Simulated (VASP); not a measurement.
Set up this calculation in VASP 6.6.1, as the native input.

| Item | Value |
| --- | --- |
| Task | single point |
| Functional | LDA |
| Potentials or basis | VASP PAW LDA potentials, release 64 (Al, Ni) |
| Cutoff | 520 eV |
| k mesh | 12 × 12 × 12 |
| Occupations | fermi-dirac, width 0.1 eV |
| Spin | no spin polarisation |
| Dipole correction | no |
| Further INCAR settings | ALGO = Normal; EDIFF = 1e-06; NBANDS = 14 |

The structure of AlNi lies in POSCAR:

```
AlNi
1.0
    2.8331469368      0.0000000000      0.0000000000
    0.0000000000      2.8331469368      0.0000000000
    0.0000000000      0.0000000000      2.8331469368
Al Ni
1 1
Direct
    0.0000000000      0.0000000000      0.0000000000
    0.5000000000      0.5000000000      0.5000000000
```

These files were run (other wordings do the same):

INCAR

```
SYSTEM = AlNi
PREC = Accurate
ENCUT = 520
EDIFF = 1E-6
ISMEAR = -1
SIGMA = 0.1
LREAL = .False.
LASPH = .True.
NELM = 80
ALGO = Normal
ISIF = 2
LWAVE = .False.
LCHARG = .False.
NBANDS = 14
```

KPOINTS

```
regular mesh
0
Gamma
  12 12 12
  0 0 0
```

Potentials or basis: VASP PAW LDA potentials, release 64 (Al, Ni).

Run with:

```console
$ cat potpaw_LDA.64/Al/POTCAR potpaw_LDA.64/Ni/POTCAR > POTCAR
$ mpirun -np 1 vasp_std > vasp.out
```

It gave:

| Property | Result |
| --- | --- |
| Pressure | 0.4 GPa |

Wall time 18 s on 1 thread of Intel Xeon 8259CL (shared host), peak memory 0.15 GiB.
